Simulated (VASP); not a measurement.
# Ta (Im-3m) in VASP: further runs, part 2 of 2

VASP 6.6.1. Earlier steps stand in the parts before.

### Step 3. Single point, PBE

INCAR reads:

```
PREC = Accurate
ENCUT = 520
EDIFF = 1E-7
ISMEAR = 1
SIGMA = 0.01
LREAL = False
LASPH = True
NELM = 60
ALGO = Normal
ISIF = 2
LWAVE = False
LCHARG = False
GGA = PE
NBANDS = 12
```

KPOINTS reads:

```
Automatic mesh
0
Gamma
  13 13 13
```

POSCAR reads:

```
Ta
1.0
   -1.6607181506      1.6607181506      1.6607181506
    1.6607181506     -1.6607181506      1.6607181506
    1.6607181506      1.6607181506     -1.6607181506
Ta
1
Direct
    0.0000000000      0.0000000000      0.0000000000
```

Potentials or basis: VASP PAW PBE potentials, release 64 (Ta_pv).

Command:

```bash
> cat potpaw_PBE.64/Ta_pv/POTCAR > POTCAR
> mpirun -np 1 vasp_std > vasp.out
```

OUTCAR:

```text
PREC = Accurate
   ENCUT = 520
   EDIFF = 1E-7
   ISMEAR = 1
   LREAL = False
   LASPH = True
   NELM = 60
   ISIF = 2
   GGA = PE

 ion  position               nearest neighbor table
   1  0.000  0.000  0.000-

  LATTYP: Found a body centered cubic cell.
 ALAT       =     3.3214363012

  Lattice vectors:

 A1 = (  -1.6607181506,   1.6607181506,   1.6607181506)
 A2 = (   1.6607181506,  -1.6607181506,   1.6607181506)
 A3 = (   1.6607181506,   1.6607181506,  -1.6607181506)

Analysis of symmetry for initial positions (statically):
=====================================================================
 Subroutine PRICEL returns:
 Original cell was already a primitive cell.

 Routine SETGRP: Setting up the symmetry group for a
 body centered cubic supercell.

 Subroutine GETGRP returns: Found 48 space group operations
 (whereof 48 operations were pure point group operations)
 out of a pool of 48 trial point group operations.

The static configuration has the point symmetry O_h .

Analysis of symmetry for dynamics (positions and initial velocities):
=====================================================================
 Subroutine PRICEL returns:
 Original cell was already a primitive cell.

 Routine SETGRP: Setting up the symmetry group for a
 body centered cubic supercell.

 Subroutine GETGRP returns: Found 48 space group operations
 (whereof 48 operations were pure point group operations)
 out of a pool of 48 trial point group operations.

The dynamic configuration has the point symmetry O_h .

 Subroutine INISYM returns: Found 48 space group operations
 (whereof 48 operations are pure point group operations),
 and found     1 'primitive' translations

----------------------------------------------------------------------------------------

                                     Primitive cell

  volume of cell :      18.3209

  direct lattice vectors                    reciprocal lattice vectors
    -1.660718151  1.660718151  1.660718151     0.000000000  0.301074568  0.301074568
     1.660718151 -1.660718151  1.660718151     0.301074568  0.000000000  0.301074568
     1.660718151  1.660718151 -1.660718151     0.301074568  0.301074568  0.000000000

  length of vectors
     2.876448214  2.876448214  2.876448214     0.425783738  0.425783738  0.425783738

  position of ions in fractional coordinates (direct lattice)
     0.000000000  0.000000000  0.000000000

  ion indices of the primitive-cell ions
   primitive index   ion index
                 1           1

----------------------------------------------------------------------------------------

 KPOINTS: Automatic mesh

Automatic generation of k-mesh.
 Grid dimensions read from file:
 generate k-points for:   13   13   13

 Generating k-lattice:

  Cartesian coordinates                     Fractional coordinates (reciprocal lattice)
     0.000000000  0.023159582  0.023159582     0.076923077  0.000000000  0.000000000
     0.023159582  0.000000000  0.023159582     0.000000000  0.076923077  0.000000000
     0.023159582  0.023159582  0.000000000     0.000000000  0.000000000  0.076923077

  Length of vectors
     0.032752595  0.032752595  0.032752595

  Shift w.r.t. Gamma in fractional coordinates (k-lattice)
     0.000000000  0.000000000  0.000000000

 Subroutine IBZKPT returns following result:
 ===========================================

 Found     84 irreducible k-points:

 Following reciprocal coordinates:
            Coordinates               Weight
  0.000000  0.000000  0.000000      1.000000
  0.076923  0.000000  0.000000     12.000000
  0.153846  0.000000  0.000000     12.000000
  0.230769  0.000000  0.000000     12.000000
  0.307692  0.000000  0.000000     12.000000
  0.384615  0.000000  0.000000     12.000000
[... 16 lines left out ...]
  0.153846  0.076923  0.076923     24.000000
  0.230769  0.076923  0.076923     24.000000
 [... further k-points ...]
   k-points           NKPTS =     84   k-points in BZ     NKDIM =     84   number of bands    NBANDS=     12
   number of dos      NEDOS =    301   number of ions     NIONS =      1
   total plane-waves  NPLWV =  13824
   dimension x,y,z NGX =    24 NGY =   24 NGZ =   24
   dimension x,y,z NGXF=    48 NGYF=   48 NGZF=   48
   ions per type =               1
   NGX,Y,Z   is equivalent  to a cutoff of  13.87, 13.87, 13.87 a.u.
   NGXF,Y,Z  is equivalent  to a cutoff of  27.74, 27.74, 27.74 a.u.
 SYSTEM =  unknown system
   PREC   = accura    normal or accurate (medium, high low for compatibility)
   ISTART =      0    job   : 0-new  1-cont  2-samecut
   ICHARG =      2    charge: 1-file 2-atom 10-const
   ISPIN  =      1    spin polarized calculation?
   LNONCOLLINEAR =      F non collinear calculations
   LSORBIT =      F    spin-orbit coupling
   LASPH  =      T    aspherical Exc in radial PAW
   ENCUT  =  520.0 eV  38.22 Ry    6.18 a.u.   5.35  5.35  5.35*2*pi/ulx,y,z
   NELM   =     60;   NELMIN=  2; NELMDL= -5     # of ELM steps
   EDIFF  = 0.1E-06   stopping-criterion for ELM
   LREAL  =      F    real-space projection
   EDIFFG = 0.1E-05   stopping-criterion for IOM
   NSW    =      0    number of steps for IOM
   IBRION =     -1    ionic relax: 0-MD 1-quasi-New 2-CG
   NFREE  =      0    steps in history (QN), initial steepest desc. (CG)
   ISIF   =      2    stress and relaxation
   ISYM   =      2    0-nonsym 1-usesym 2-fastsym
   POTIM  = 0.5000    time-step for ionic-motion
   TEBEG  =    0.0;   TEEND  =   0.0 temperature during run
   PSTRESS=    0.0 pullay stress
   NELECT =      11.0000    total number of electrons
   NUPDOWN=      -1.0000    fix difference up-down
   EMIN   =  10.00;   EMAX   =-10.00  energy-range for DOS
   EFERMI =   0.00;   METHOD = LEGACY
   ISMEAR =     1;   SIGMA  =   0.01  broadening in eV -4-tet -1-fermi 0-gaus
   EFERMI_NEDOS =   21; number of points for ismear=-14 and -15
   IALGO  =     38    algorithm
   IMIX   =      4    mixing-type and parameters
     AMIX     =   0.40;   BMIX     =  1.00
     AMIX_MAG =   1.60;   BMIX_MAG =  1.00
  volume/ion in A,a.u.               =      18.32       123.64
  Fermi-wavevector in a.u.,A,eV,Ry     =   1.381094  2.609889 25.952020  1.907420
  Thomas-Fermi vector in A             =   2.505910
   LORBIT       =      0    0 simple, 1 ext, 2 COOP (PROOUT), +10 PAW based schemes
   GGA     = PE    functional components
   LHFCALC =     F    Hartree Fock is set to
   AEXX    =    0.0000 exact exchange contribution
   IVDW    =     0    specifies the selected vdW correction
   LEPSILON=     F    determine dielectric tensor
   LRPA    =     F    only Hartree local field effects (RPA)
 non-spin polarized calculation
 Methfessel and Paxton  Order N= 1 SIGMA  =   0.01
  energy-cutoff  :      520.00
  volume of cell :       18.32
 maximum number of plane-waves:       531
 NGX is ok and might be reduce to    24
   NGX = 11   NGY = 11   NGZ = 11

 number of electron      11.0000000 magnetization

 Free energy of the ion-electron system (eV)
  ---------------------------------------------------
  ext. energy  EPLUGINS =         0.00000000
  ---------------------------------------------------
  free energy    TOTEN  =       -11.81302358 eV

  energy without entropy =      -11.81296332  energy(sigma->0) =      -11.81300349

 E-fermi :   5.3067     XC(G=0): -12.5334

 val. band max:        5.3058049632   @ k =  -0.3846   0.4615   0.1538
 cond. band min:       5.3533400947   @ k =   0.2308   0.0000   0.0000
 fundamental gap:      0.0475351316
 Fermi energy:         5.3066701155

 k-point     1 :       0.0000    0.0000    0.0000
  band No.  band energies     occupation
      1     -27.8022      2.00000
      2     -27.8022      2.00000
      3     -27.8022      2.00000
      4      -2.5011      2.00000
      5       6.0773      0.00000
      6       6.0773      0.00000
      7       6.0773      0.00000
      8       9.2910      0.00000
      9       9.2910      0.00000
     10      19.9702      0.00000
     11      20.2808      0.00000
     12      20.2808      0.00000
[... 331 lines left out ...]
 k-point    24 :       0.2308    0.0769    0.0769
  band No.  band energies     occupation
      1     -28.5976      2.00000
      2     -28.0459      2.00000
      3     -27.8630      2.00000
      4       0.9329      2.00000
      5       4.2853      2.00000
      6       4.6869      2.00000
      7       9.0960      0.00000
      8       9.7031      0.00000
      9      10.7994      0.00000
     10      19.8522      0.00000
     11      19.9301      0.00000
     12      20.0959      0.00000

 [... further k-points ...]
[... 5 lines left out ...]
  --------------------------------------------------------------------------------------
  -------------------------------------------------------------------------------------
  Total        0.0516211      0.0516211      0.0516211     -0.0000000     -0.0000000      0.0000000
  in kB        4.5143001      4.5143001      4.5143001     -0.0000000     -0.0000000      0.0000000
  external PRESSURE =       4.5143001 kB  Pullay stress =       0.0000000 kB

 VOLUME and BASIS-vectors are now :
 -----------------------------------------------------------------------------
  energy-cutoff  :      520.00
  volume of cell :       18.32
      direct lattice vectors                 reciprocal lattice vectors
    -1.660718151  1.660718151  1.660718151     0.000000000  0.301074568  0.301074568
     1.660718151 -1.660718151  1.660718151     0.301074568  0.000000000  0.301074568
     1.660718151  1.660718151 -1.660718151     0.301074568  0.301074568  0.000000000

 POSITION                                       TOTAL-FORCE (eV/Angst)
 -----------------------------------------------------------------------------------
      0.00000      0.00000      0.00000         0.000000      0.000000      0.000000
 -----------------------------------------------------------------------------------
    total drift:                                0.000000      0.000000     -0.000000

  FREE ENERGIE OF THE ION-ELECTRON SYSTEM (eV)
  ---------------------------------------------------
  free  energy   TOTEN  =       -11.8130235755 eV

  energy  without entropy=      -11.8129633244  energy(sigma->0) =      -11.81300349
```

stdout:

```text
POSCAR found type information on POSCAR Ta
 POSCAR found :  1 types and       1 ions
 scaLAPACK will be used
 LDA part: xc-table for (Slater+PW92), standard interpolation
 POSCAR, INCAR and KPOINTS ok, starting setup
 FFT: planning ... GRIDC
 FFT: planning ... GRID_SOFT
 FFT: planning ... GRID
 WAVECAR not read
 entering main loop
```

Wall time 20 s (1 thread of Intel Xeon 8259CL, shared host); peak memory 0.15 GiB.

What came out:

```
Free energy : -11.8130 eV
Pressure    : 0.5 GPa
```

Levels at points of the mesh, in eV from the Fermi level:
```
           k point  band 3  band 4  band 5  band 6  band 7  band 8
(0.00, 0.00, 0.00)  -33.11   -7.81    0.77    0.77    0.77    3.98
```

Caveat: spin-orbit coupling is left out, which moves the levels of the heavy elements.

### Step 4. Single point, PBE

INCAR reads:

```
SYSTEM = Ta
PREC = Accurate
ENCUT = 520
EDIFF = 1E-6
ISMEAR = 1
SIGMA = 0.03
LREAL = .False.
LASPH = .True.
NELM = 60
ALGO = Normal
ISIF = 2
LWAVE = .False.
LCHARG = .True.
GGA = PE
LELF = .True.
LVHAR = .True.
NBANDS = 12
```

KPOINTS reads:

```
Automatic mesh
0
Gamma
  13 13 13
  0 0 0
```

POSCAR is that of step 3.

Command:

```bash
> cat potpaw_PBE.64/Ta_pv/POTCAR > POTCAR
> mpirun -np 1 vasp_std > vasp.out
```

Run time: 24 s. Hardware: 1 thread of Intel Xeon 8259CL, shared host; peak memory 0.15 GiB.

It converged, with:

| Property | Result |
| --- | --- |
| Free energy | -11.8131 eV |
| Pressure | 0.5 GPa |

Levels at points of the mesh, in eV from the Fermi level:
```
           k point  band 3  band 4  band 5  band 6  band 7  band 8
(0.00, 0.00, 0.00)  -33.11   -7.81    0.77    0.77    0.77    3.98
```

Caveat: spin-orbit coupling is left out, which moves the levels of the heavy elements.

### Step 5. Single point, PBE

INCAR reads:

```
SYSTEM = Ta
PREC = Accurate ; ENCUT = 520
EDIFF = 1E-6 ; ISMEAR = 1
SIGMA = 0.1 ; LREAL = .FALSE.
LASPH = .TRUE. ; NELM = 100
ALGO = Normal ; ISIF = 2
LWAVE = .FALSE. ; LCHARG = .FALSE.
GGA = PE ; NBANDS = 12
```

KPOINTS reads:

```
regular mesh
0
G
  13 13 13
  0 0 0
```

POSCAR is that of step 4.

Command:

```bash
> cat potpaw_PBE.64/Ta_pv/POTCAR > POTCAR
> mpirun -np 1 vasp_std > vasp.out
```

Run time: 21 s. Hardware: 1 thread of Intel Xeon 8259CL, shared host; peak memory 0.15 GiB.

Results (log left out):

| Item | Value |
| --- | --- |
| Free energy | -11.8125 eV |
| Pressure | 0.4 GPa |

Levels at points of the mesh, in eV from the Fermi level:
```csv
k point,band 3,band 4,band 5,band 6,band 7,band 8
"(0.00, 0.00, 0.00)",-33.11,-7.81,0.76,0.76,0.76,3.98
```

Caveat: spin-orbit coupling is left out, which moves the levels of the heavy elements.

### Step 6. Single point, PBE

INCAR reads:

```
SYSTEM = Ta
ALGO = Normal
EDIFF = 1E-6
ENCUT = 520
GGA = PE
ISIF = 2
ISMEAR = 1
LASPH = .True.
LCHARG = .False.
LREAL = .False.
LWAVE = .False.
NBANDS = 12
NELM = 100
PREC = Accurate
SIGMA = 0.2
```

KPOINTS reads:

```
k-points
0
Gamma
  13 13 13
  0 0 0
```

POSCAR is that of step 5.

Potentials or basis: VASP PAW PBE potentials, release 64 (Ta_pv).

Command:

```bash
> cat potpaw_PBE.64/Ta_pv/POTCAR > POTCAR
> mpirun -np 1 vasp_std > vasp.out
```

OUTCAR:

```text
SYSTEM = Ta
   EDIFF = 1E-6
   ENCUT = 520
   GGA = PE
   ISIF = 2
   ISMEAR = 1
   LASPH = .True.
   LREAL = .False.
   NELM = 100
   PREC = Accurate

 ion  position               nearest neighbor table
   1  0.000  0.000  0.000-

  LATTYP: Found a body centered cubic cell.
 ALAT       =     3.3214363012

  Lattice vectors:

 A1 = (  -1.6607181506,   1.6607181506,   1.6607181506)
 A2 = (   1.6607181506,  -1.6607181506,   1.6607181506)
 A3 = (   1.6607181506,   1.6607181506,  -1.6607181506)

Analysis of symmetry for initial positions (statically):
=====================================================================
 Subroutine PRICEL returns:
 Original cell was already a primitive cell.

 Routine SETGRP: Setting up the symmetry group for a
 body centered cubic supercell.

 Subroutine GETGRP returns: Found 48 space group operations
 (whereof 48 operations were pure point group operations)
 out of a pool of 48 trial point group operations.

The static configuration has the point symmetry O_h .

Analysis of symmetry for dynamics (positions and initial velocities):
[... 158 lines left out ...]
 E-fermi :   5.3181     XC(G=0): -12.5327

 val. band max:        5.3073204996   @ k =  -0.3846   0.4615   0.1538
 cond. band min:       5.3547369040   @ k =   0.2308   0.0000   0.0000
 fundamental gap:      0.0474164044
 Fermi energy:         5.3180803572

 k-point     1 :       0.0000    0.0000    0.0000
  band No.  band energies     occupation
      1     -27.7981      2.00000
      2     -27.7981      2.00000
      3     -27.7981      2.00000
      4      -2.5012      2.00000
      5       6.0794     -0.00000
      6       6.0794     -0.00000
      7       6.0794     -0.00000
      8       9.2928     -0.00000
      9       9.2928     -0.00000
     10      19.9762      0.00000
     11      20.2803      0.00000
     12      20.2803      0.00000
[... 331 lines left out ...]
 k-point    24 :       0.2308    0.0769    0.0769
  band No.  band energies     occupation
      1     -28.5937      2.00000
      2     -28.0418      2.00000
      3     -27.8588      2.00000
      4       0.9332      2.00000
      5       4.2869      2.00000
      6       4.6880      2.00008
      7       9.0980     -0.00000
      8       9.7052      0.00000
      9      10.8018      0.00000
     10      19.8555      0.00000
     11      19.9302      0.00000
     12      20.0998      0.00000

 [... further k-points ...]
[... 5 lines left out ...]
  --------------------------------------------------------------------------------------
  -------------------------------------------------------------------------------------
  Total        0.0216031      0.0216031      0.0216031      0.0000000      0.0000000      0.0000000
  in kB        1.8892067      1.8892067      1.8892067      0.0000000      0.0000000      0.0000000
  external PRESSURE =       1.8892067 kB  Pullay stress =       0.0000000 kB

 VOLUME and BASIS-vectors are now :
 -----------------------------------------------------------------------------
  energy-cutoff  :      520.00
  volume of cell :       18.32
      direct lattice vectors                 reciprocal lattice vectors
    -1.660718151  1.660718151  1.660718151     0.000000000  0.301074568  0.301074568
     1.660718151 -1.660718151  1.660718151     0.301074568  0.000000000  0.301074568
     1.660718151  1.660718151 -1.660718151     0.301074568  0.301074568  0.000000000

 POSITION                                       TOTAL-FORCE (eV/Angst)
 -----------------------------------------------------------------------------------
      0.00000      0.00000      0.00000         0.000000      0.000000      0.000000
 -----------------------------------------------------------------------------------
    total drift:                               -0.000000      0.000000     -0.000000

  FREE ENERGIE OF THE ION-ELECTRON SYSTEM (eV)
  ---------------------------------------------------
  free  energy   TOTEN  =       -11.8127037487 eV

  energy  without entropy=      -11.8115337145  energy(sigma->0) =      -11.81231374
```

Wall time 21 s (1 thread of Intel Xeon 8259CL, shared host); peak memory 0.15 GiB.

What came out:

```yaml
Free_energy: -11.8127 eV
Pressure: 0.2 GPa
```

Levels at points of the mesh, in eV from the Fermi level:
```tsv
k point	band 3	band 4	band 5	band 6	band 7	band 8
(0.00, 0.00, 0.00)	-33.12	-7.82	0.76	0.76	0.76	3.97
```

Caveat: spin-orbit coupling is left out, which moves the levels of the heavy elements.

### Step 7. Summary

```tsv
smearing	gap on the mesh (eV)	pressure (GPa)
gaussian 1 eV	none	2.3
methfessel-paxton 0.01 eV	none	0.5
methfessel-paxton 0.03 eV	none	0.5
methfessel-paxton 0.1 eV	none	0.4
methfessel-paxton 0.2 eV	none	0.2
```

Alike in all rows: task single point; level PBE; potentials or basis VASP PAW PBE potentials, release 64 (Ta_pv); no spin polarisation; cell as given; k mesh 13 × 13 × 13; cutoff (eV) 520.

Every run on the cell as given and a fine mesh finds a metal.

Caveats: spin-orbit coupling is left out, which moves the levels of the heavy elements.

Absolute energies hang on the potentials; compare differences alone.
